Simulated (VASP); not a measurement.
# NaLaMnMoO6: relaxation of cell and atoms with PBE

NaLaMnMoO6:

```
CELL_PARAMETERS angstrom
5.10934 -0.00669 0.01056
-0.23945 5.68925 0.00703
-0.92899 -2.82542 5.11884
ATOMIC_POSITIONS crystal
Na 0.40776 0.38086 0.07519
La 0.03690 0.66325 0.68598
Mn 0.44271 0.04268 0.40638
Mo 0.90251 0.96387 0.30442
O 0.73627 0.69569 0.99417
O 0.72288 0.91846 0.55299
O 0.70112 0.27368 0.37292
O 0.19224 0.75325 0.36660
O 0.17926 0.03365 0.11672
O 0.20034 0.27462 0.63197
```

```
Program                : VASP 6.6.1
Task                   : relaxation of cell and atoms
Functional             : PBE
Potentials or basis    : VASP PAW PBE potentials, release 64 (Na_pv, La, Mn_pv, Mo_sv, O)
Cutoff                 : 600 eV
k mesh                 : 6 × 6 × 5
Occupations            : fermi-dirac, width 0.05 eV
Spin                   : collinear spin, ferromagnetic start
Starting moments       : [0.0, 0.0, 4.0, 1.0, 0.0, 0.0, 0.0, 0.0, 0.0, 0.0] μB
Further INCAR settings : ALGO = Normal; EDIFF = 1e-06; IBRION = 2; EDIFFG = -0.01; NSW = 60; ISIF = 3
```

```json
{
  "Relaxed volume": "14.87 Å³/atom",
  "Relaxed cell": "a = 5.113 Å, b = 5.688 Å, c = 5.911 Å, α = 117.96°, β = 98.87°, γ = 92.57°",
  "Space group after relaxing (to 0.1 Å)": "P1 (No. 1)",
  "Energy gained by relaxing": "0.1 meV/atom",
  "Ionic steps": "13",
  "Pressure after relaxing": "0.0 GPa",
  "Largest force after relaxing": "0.009 eV/Å",
  "Band gap on the k mesh": "0.83 eV (least direct gap 1.07 eV)",
  "Net moment": "3.00 μB per cell",
  "Site moments": "Na +0.00; La +0.02; Mn +3.04; Mo -0.31; O +0.02, +0.00, -0.00, +0.01, +0.07 (each value once) μB",
  "Valence electrons inside the program's atomic spheres": "Na 6.02; La 8.57; Mn 11.67; Mo 12.44; O 5.00, 5.01, 5.02 (each value once)"
}
```

Forces in eV/Å, atoms in the order of the input:
```
Na   0.004  0.004  0.001
La   0.003 -0.005  0.000
Mn   0.002  0.007 -0.005
Mo  -0.004  0.007  0.004
O    0.002 -0.001 -0.004
O   -0.004 -0.003  0.004
O    0.002 -0.005  0.002
O   -0.004 -0.005 -0.001
O    0.000  0.001 -0.001
O   -0.002  0.000  0.002
```

Step by step:
| step | energy change (eV) | largest force (eV/Å) | pressure (GPa) | volume (Å³) |
| --- | --- | --- | --- | --- |
| 1 | 0.0000 | 0.1096 | 0.08 | 148.95 |
| 2 | -0.0003 | 0.1519 | -0.37 | 149.11 |
| 3 | -0.0007 | 0.0477 | -0.15 | 149.04 |
| 4 | -0.0009 | 0.0688 | 0.01 | 148.80 |
| 5 | -0.0010 | 0.0420 | -0.02 | 148.86 |
| 6 | -0.0010 | 0.0299 | 0.01 | 148.75 |
| 7 | -0.0010 | 0.0182 | 0.01 | 148.77 |
| 8 | -0.0011 | 0.0150 | 0.01 | 148.73 |
| 9 | -0.0011 | 0.0288 | 0.06 | 148.60 |
| 10 | -0.0011 | 0.0162 | 0.05 | 148.65 |
| 11 | -0.0011 | 0.0189 | -0.04 | 148.70 |
| 12 | -0.0011 | 0.0145 | -0.02 | 148.69 |
| 13 | -0.0012 | 0.0090 | 0.01 | 148.68 |

Final structure:
```yaml
crystal:
  lattice:
    - [5.11281, -0.01008, 0.01047]
    - [-0.24339, 5.68293, 0.00774]
    - [-0.92782, -2.82093, 5.11138]
  atoms:
    - { symbol: Na, position: [0.40811, 0.38118, 0.07515] }
    - { symbol: La, position: [0.03660, 0.66351, 0.68611] }
    - { symbol: Mn, position: [0.44286, 0.04248, 0.40643] }
    - { symbol: Mo, position: [0.90318, 0.96459, 0.30504] }
    - { symbol: O, position: [0.73593, 0.69553, 0.99413] }
    - { symbol: O, position: [0.72321, 0.91778, 0.55353] }
    - { symbol: O, position: [0.70152, 0.27436, 0.37232] }
    - { symbol: O, position: [0.19212, 0.75221, 0.36608] }
    - { symbol: O, position: [0.17922, 0.03393, 0.11626] }
    - { symbol: O, position: [0.19923, 0.27445, 0.63228] }
```

Levels at points of the mesh, in eV from the valence-band top:
Spin up:
| k point | band 38 | band 39 | band 40 | band 41 | band 42 | band 43 | band 44 | band 45 | band 46 | band 47 |
| --- | --- | --- | --- | --- | --- | --- | --- | --- | --- | --- |
| (0.00, 0.00, 0.00) | -2.12 | -1.69 | -1.49 | -1.21 | -0.60 | 0.93 | 1.49 | 1.92 | 1.94 | 2.99 |
| (0.50, 0.00, 0.00) | -2.27 | -1.60 | -1.39 | -1.28 | -0.44 | 1.19 | 1.25 | 1.47 | 1.57 | 3.26 |
| (0.00, 0.50, 0.00) | -2.18 | -1.72 | -1.41 | -1.23 | -0.59 | 0.95 | 1.37 | 1.68 | 1.84 | 3.33 |
| (0.50, 0.50, 0.00) | -2.23 | -1.58 | -1.30 | -1.19 | -0.45 | 1.10 | 1.32 | 1.43 | 1.69 | 3.27 |
Spin down:
```
           k point  band 35  band 36  band 37  band 38  band 39  band 40  band 41  band 42  band 43  band 44
(0.00, 0.00, 0.00)    -2.86    -2.82    -2.40    -2.01    -0.41     1.02     1.18     1.47     1.68     1.83
(0.50, 0.00, 0.00)    -2.79    -2.57    -2.48    -2.12     0.00     1.11     1.27     1.34     1.48     1.69
(0.00, 0.50, 0.00)    -2.90    -2.74    -2.63    -2.03    -0.47     0.92     1.12     1.48     1.61     1.85
(0.50, 0.50, 0.00)    -2.90    -2.50    -2.42    -2.02    -0.04     1.16     1.23     1.31     1.45     1.75
```

Wall time 44 min on 4 MPI ranks on Intel(R) Xeon(R) Platinum 8488C (Sapphire Rapids), on a shared host, peak memory 1.4 GiB a rank.

Caveat: spin-orbit coupling is left out, which moves the levels of the heavy elements; an odd mesh through Γ misses points on the zone boundary, where band edges can lie; a cell with one magnetic atom can't hold antiferromagnetic order, which such compounds often take.
